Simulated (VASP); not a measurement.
# Na (P1) in VASP: single point with PBEsol

Aim: the single point of Na with PBEsol.

All numbers are computed with VASP 6.6.1; they aren't measurements. Logs are shortened: lines on timing, memory, paths and dates and some standing lists are left out, and cuts for length are marked.

## Step 1: The cell of the first run

The typed cell holds 7 atoms: a = 7.521 Å, b = 7.521 Å, c = 7.521 Å, α = 109.47°, β = 109.47°, γ = 109.47°.

## Step 2: Single point, PBEsol

File INCAR:

```
ALGO = Normal
EDIFF = 1E-6
ENCUT = 520
GGA = PS
ISIF = 2
ISMEAR = 1
LASPH = T
LCHARG = F
LREAL = F
LWAVE = F
NBANDS = 34
NELM = 100
PREC = Accurate
SIGMA = 0.15
```

File KPOINTS:

```
k-points
0
Gamma
  2 2 2
```

File POSCAR:

```
Na
1.0
   -4.3420640000      4.3420640000      4.3420640000
    4.3420640000     -4.3420640000      4.3420640000
    4.3420640000      4.3420640000     -4.3420640000
Na
7
Direct
    0.0385324813     -0.0425098525     -0.0010805921
   -0.0003464942     -0.0003279546      0.4994464614
    0.0436307480      0.5429811721      0.5822821819
    0.7494572858      0.2517392650      0.0006578669
    0.4574217469     -0.0429827842      0.4177438426
    0.4594718088      0.5431240765     -0.0013250611
    0.5004259495      0.4979180408      0.4971938461
```

Potentials or basis: VASP PAW PBE potentials, release 64 (Na_pv).

Command:

```
cat potpaw_PBE.64/Na_pv/POTCAR > POTCAR
mpirun -np 1 vasp_std > vasp.out
```

OUTCAR:

```text
EDIFF = 1E-6
   ENCUT = 520
   GGA = PS
   ISIF = 2
   ISMEAR = 1
   LASPH = T
   LREAL = F
   NELM = 100
   PREC = Accurate

 ion  position               nearest neighbor table
   1  0.039  0.957  0.999-
   2  1.000  1.000  0.499-
   3  0.044  0.543  0.582-
   4  0.749  0.252  0.001-
   5  0.457  0.957  0.418-
   6  0.459  0.543  0.999-
   7  0.500  0.498  0.497-

  LATTYP: Found a body centered cubic cell.
 ALAT       =     8.6841280000

  Lattice vectors:

 A1 = (  -4.3420640000,   4.3420640000,   4.3420640000)
 A2 = (   4.3420640000,  -4.3420640000,   4.3420640000)
 A3 = (   4.3420640000,   4.3420640000,  -4.3420640000)

Analysis of symmetry for initial positions (statically):
=====================================================================
 Subroutine PRICEL returns:
 Original cell was already a primitive cell.

 Routine SETGRP: Setting up the symmetry group for a
 body centered cubic supercell.

 Subroutine GETGRP returns: Found  1 space group operations
 (whereof  1 operations were pure point group operations)
 out of a pool of 48 trial point group operations.

The static configuration has the point symmetry C_1 .

Analysis of symmetry for dynamics (positions and initial velocities):
=====================================================================
 Subroutine PRICEL returns:
 Original cell was already a primitive cell.

 Routine SETGRP: Setting up the symmetry group for a
 body centered cubic supercell.

 Subroutine GETGRP returns: Found  1 space group operations
 (whereof  1 operations were pure point group operations)
 out of a pool of 48 trial point group operations.

The dynamic configuration has the point symmetry C_1 .

 Subroutine INISYM returns: Found  1 space group operations
 (whereof  1 operations are pure point group operations),
 and found     1 'primitive' translations

----------------------------------------------------------------------------------------

                                     Primitive cell

  volume of cell :     327.4528

  direct lattice vectors                    reciprocal lattice vectors
    -4.342064000  4.342064000  4.342064000     0.000000000  0.115152609  0.115152609
     4.342064000 -4.342064000  4.342064000     0.115152609  0.000000000  0.115152609
     4.342064000  4.342064000 -4.342064000     0.115152609  0.115152609  0.000000000

  length of vectors
     7.520675458  7.520675458  7.520675458     0.162850382  0.162850382  0.162850382

  position of ions in fractional coordinates (direct lattice)
     0.038532481  0.957490148  0.998919408
     0.999653506  0.999672045  0.499446461
     0.043630748  0.542981172  0.582282182
     0.749457286  0.251739265  0.000657867
     0.457421747  0.957017216  0.417743843
     0.459471809  0.543124076  0.998674939
     0.500425949  0.497918041  0.497193846

  ion indices of the primitive-cell ions
   primitive index   ion index
                 1           1
                 2           2
                 3           3
                 4           4
                 5           5
                 6           6
                 7           7

----------------------------------------------------------------------------------------

 KPOINTS: k-points

Automatic generation of k-mesh.
 Grid dimensions read from file:
 generate k-points for:    2    2    2

 Generating k-lattice:

  Cartesian coordinates                     Fractional coordinates (reciprocal lattice)
     0.000000000  0.057576305  0.057576305     0.500000000  0.000000000  0.000000000
     0.057576305  0.000000000  0.057576305     0.000000000  0.500000000  0.000000000
     0.057576305  0.057576305  0.000000000     0.000000000  0.000000000  0.500000000

  Length of vectors
     0.081425191  0.081425191  0.081425191

  Shift w.r.t. Gamma in fractional coordinates (k-lattice)
     0.000000000  0.000000000  0.000000000

 Subroutine IBZKPT returns following result:
 ===========================================

 Found      8 irreducible k-points:

 Following reciprocal coordinates:
            Coordinates               Weight
  0.000000  0.000000  0.000000      1.000000
  0.500000  0.000000  0.000000      1.000000
  0.000000  0.500000  0.000000      1.000000
  0.000000  0.000000  0.500000      1.000000
  0.500000 -0.000000  0.500000      1.000000
  0.500000  0.500000  0.000000      1.000000
 -0.000000  0.500000  0.500000      1.000000
  0.500000  0.500000  0.500000      1.000000
   k-points           NKPTS =      8   k-points in BZ     NKDIM =      8   number of bands    NBANDS=     34
   number of dos      NEDOS =    301   number of ions     NIONS =      7
   total plane-waves  NPLWV = 175616
   dimension x,y,z NGX =    56 NGY =   56 NGZ =   56
   dimension x,y,z NGXF=   112 NGYF=  112 NGZF=  112
   ions per type =               7
   NGX,Y,Z   is equivalent  to a cutoff of  12.38, 12.38, 12.38 a.u.
   NGXF,Y,Z  is equivalent  to a cutoff of  24.76, 24.76, 24.76 a.u.
 SYSTEM =  unknown system
   PREC   = accura    normal or accurate (medium, high low for compatibility)
   ISTART =      0    job   : 0-new  1-cont  2-samecut
   ICHARG =      2    charge: 1-file 2-atom 10-const
   ISPIN  =      1    spin polarized calculation?
   LNONCOLLINEAR =      F non collinear calculations
   LSORBIT =      F    spin-orbit coupling
   LASPH  =      T    aspherical Exc in radial PAW
   ENCUT  =  520.0 eV  38.22 Ry    6.18 a.u.  13.98 13.98 13.98*2*pi/ulx,y,z
   NELM   =    100;   NELMIN=  2; NELMDL= -5     # of ELM steps
   EDIFF  = 0.1E-05   stopping-criterion for ELM
   LREAL  =      F    real-space projection
   EDIFFG = 0.1E-04   stopping-criterion for IOM
   NSW    =      0    number of steps for IOM
   IBRION =     -1    ionic relax: 0-MD 1-quasi-New 2-CG
   NFREE  =      0    steps in history (QN), initial steepest desc. (CG)
   ISIF   =      2    stress and relaxation
   ISYM   =      2    0-nonsym 1-usesym 2-fastsym
   POTIM  = 0.5000    time-step for ionic-motion
   TEBEG  =    0.0;   TEEND  =   0.0 temperature during run
   PSTRESS=    0.0 pullay stress
   NELECT =      49.0000    total number of electrons
   NUPDOWN=      -1.0000    fix difference up-down
   EMIN   =  10.00;   EMAX   =-10.00  energy-range for DOS
   EFERMI =   0.00;   METHOD = LEGACY
   ISMEAR =     1;   SIGMA  =   0.15  broadening in eV -4-tet -1-fermi 0-gaus
   EFERMI_NEDOS =   21; number of points for ismear=-14 and -15
   IALGO  =     38    algorithm
   IMIX   =      4    mixing-type and parameters
     AMIX     =   0.40;   BMIX     =  1.00
     AMIX_MAG =   1.60;   BMIX_MAG =  1.00
  volume/ion in A,a.u.               =      46.78       315.68
  Fermi-wavevector in a.u.,A,eV,Ry     =   0.869142  1.642440 10.277943  0.755407
  Thomas-Fermi vector in A             =   1.987921
   LORBIT       =      0    0 simple, 1 ext, 2 COOP (PROOUT), +10 PAW based schemes
   GGA     = PS    functional components
   LHFCALC =     F    Hartree Fock is set to
   AEXX    =    0.0000 exact exchange contribution
   IVDW    =     0    specifies the selected vdW correction
   LEPSILON=     F    determine dielectric tensor
   LRPA    =     F    only Hartree local field effects (RPA)
 non-spin polarized calculation
 Methfessel and Paxton  Order N= 1 SIGMA  =   0.15
  energy-cutoff  :      520.00
  volume of cell :      327.45
 maximum number of plane-waves:      8806
 NGX is ok and might be reduce to    56
   NGX = 27   NGY = 27   NGZ = 27

 number of electron      48.9999980 magnetization

 Free energy of the ion-electron system (eV)
  ---------------------------------------------------
  ext. energy  EPLUGINS =         0.00000000
  ---------------------------------------------------
  free energy    TOTEN  =        -8.37203964 eV

  energy without entropy =       -8.29158300  energy(sigma->0) =       -8.34522076

 E-fermi :  -0.1207     XC(G=0):  -5.8980

 val. band max:       -0.1224090174   @ k =   0.5000  -0.0000   0.5000
 cond. band min:      -0.1187068803   @ k =  -0.0000   0.5000   0.5000
 fundamental gap:      0.0037021371
 Fermi energy:        -0.1206935310

 k-point     1 :       0.0000    0.0000    0.0000
  band No.  band energies     occupation
      1     -25.4722      2.00000
      2     -25.4720      2.00000
      3     -25.4703      2.00000
      4     -25.3322      2.00000
      5     -25.3321      2.00000
      6     -25.3316      2.00000
[... 26 lines left out ...]
     33       1.1405     -0.00000
     34       1.3671     -0.00000

 k-point     2 :       0.5000    0.0000    0.0000
  band No.  band energies     occupation
      1     -25.4722      2.00000
      2     -25.4720      2.00000
      3     -25.4703      2.00000
      4     -25.3315      2.00000
      5     -25.3314      2.00000
      6     -25.3314      2.00000
[... 26 lines left out ...]
     33       3.5269      0.00000
     34       3.5812      0.00000

 k-point     3 :       0.0000    0.5000    0.0000
  band No.  band energies     occupation
      1     -25.4721      2.00000
      2     -25.4720      2.00000
      3     -25.4703      2.00000
      4     -25.3315      2.00000
      5     -25.3315      2.00000
      6     -25.3314      2.00000
[... 26 lines left out ...]
     33       3.5219      0.00000
     34       3.5819      0.00000

 k-point     4 :       0.0000    0.0000    0.5000
  band No.  band energies     occupation
      1     -25.4721      2.00000
      2     -25.4720      2.00000
      3     -25.4703      2.00000
      4     -25.3322      2.00000
      5     -25.3316      2.00000
      6     -25.3312      2.00000
[... 26 lines left out ...]
     33       3.5046      0.00000
     34       3.5357      0.00000

 k-point     5 :       0.5000   -0.0000    0.5000
  band No.  band energies     occupation
      1     -25.4721      2.00000
      2     -25.4720      2.00000
      3     -25.4703      2.00000
      4     -25.3315      2.00000
      5     -25.3315      2.00000
      6     -25.3314      2.00000
[... 26 lines left out ...]
     33       3.5341      0.00000
     34       3.5789      0.00000

 k-point     6 :       0.5000    0.5000    0.0000
  band No.  band energies     occupation
      1     -25.4721      2.00000
      2     -25.4720      2.00000
      3     -25.4703      2.00000
      4     -25.3322      2.00000
      5     -25.3316      2.00000
      6     -25.3312      2.00000
[... 26 lines left out ...]
     33       3.5050      0.00000
     34       3.5356      0.00000

 k-point     7 :      -0.0000    0.5000    0.5000
  band No.  band energies     occupation
      1     -25.4722      2.00000
      2     -25.4720      2.00000
      3     -25.4703      2.00000
      4     -25.3315      2.00000
      5     -25.3314      2.00000
      6     -25.3314      2.00000
[... 26 lines left out ...]
     33       3.5276      0.00000
     34       3.5809      0.00000

 k-point     8 :       0.5000    0.5000    0.5000
  band No.  band energies     occupation
      1     -25.4721      2.00000
      2     -25.4720      2.00000
      3     -25.4703      2.00000
      4     -25.3312      2.00000
      5     -25.3312      2.00000
      6     -25.3309      2.00000
[... 26 lines left out ...]
     33       2.7898     -0.00000
     34       3.3475      0.00000

------------------------ aborting loop because EDIFF is reached ----------------------------------------

  FORCE on cell =-STRESS in cart. coord.  units (eV):
  Direction    XX          YY          ZZ          XY          YZ          ZX
  --------------------------------------------------------------------------------------
  -------------------------------------------------------------------------------------
  Total       -0.7551848     -0.7451811     -2.1870179      0.0001841     -0.0003264     -0.0027008
  in kB       -3.6950063     -3.6460594    -10.7007514      0.0009008     -0.0015970     -0.0132147
  external PRESSURE =      -6.0139390 kB  Pullay stress =       0.0000000 kB

 VOLUME and BASIS-vectors are now :
 -----------------------------------------------------------------------------
  energy-cutoff  :      520.00
  volume of cell :      327.45
      direct lattice vectors                 reciprocal lattice vectors
    -4.342064000  4.342064000  4.342064000     0.000000000  0.115152609  0.115152609
     4.342064000 -4.342064000  4.342064000     0.115152609  0.000000000  0.115152609
     4.342064000  4.342064000 -4.342064000     0.115152609  0.115152609  0.000000000

 POSITION                                       TOTAL-FORCE (eV/Angst)
 -----------------------------------------------------------------------------------
      8.32754      0.34720     -0.01258        -0.001701      0.001825     -0.001149
      2.16871      2.16855      6.51257         0.001235     -0.000351      0.000072
      4.69652      0.36010      0.01880         0.001444      0.000656      0.001184
     -2.15827      2.16398      4.34440        -0.000745      0.000030      0.000053
      3.98315     -0.35540      4.32771        -0.001442     -0.001826     -0.001402
      4.69953      3.97309      0.01703         0.000782     -0.000136      0.001256
      2.14796      2.16974      2.17603         0.000427     -0.000198     -0.000014
 -----------------------------------------------------------------------------------
    total drift:                               -0.000979     -0.000914      0.000730

  FREE ENERGIE OF THE ION-ELECTRON SYSTEM (eV)
  ---------------------------------------------------
  free  energy   TOTEN  =        -8.3720396440 eV

  energy  without entropy=       -8.2915830002  energy(sigma->0) =       -8.34522076
```

Run time: 76 s. Hardware: 1 thread of Intel Xeon Platinum 8259CL at 2.50GHz (Skylake/Cascade Lake), shared host; peak memory 0.44 GiB.

What came out:

```
Free energy            : -8.3720 eV
Pressure               : -0.6 GPa
Band gap on the k mesh : zero (an odd number of electrons rules out a gap without spin polarisation)
```

Forces on the atoms (eV/Å):
```
Na  -0.002  0.002 -0.001
Na   0.001  0.000  0.000
Na   0.001  0.001  0.001
Na  -0.001  0.000  0.000
Na  -0.001 -0.002 -0.001
Na   0.001  0.000  0.001
Na   0.000  0.000  0.000
```

Caveat: the k points lie up to 0.51 Å⁻¹ apart, too coarse for converged energies and pressures of a metal; the PAW data sets were made with another functional, which shifts forces and pressure a little.
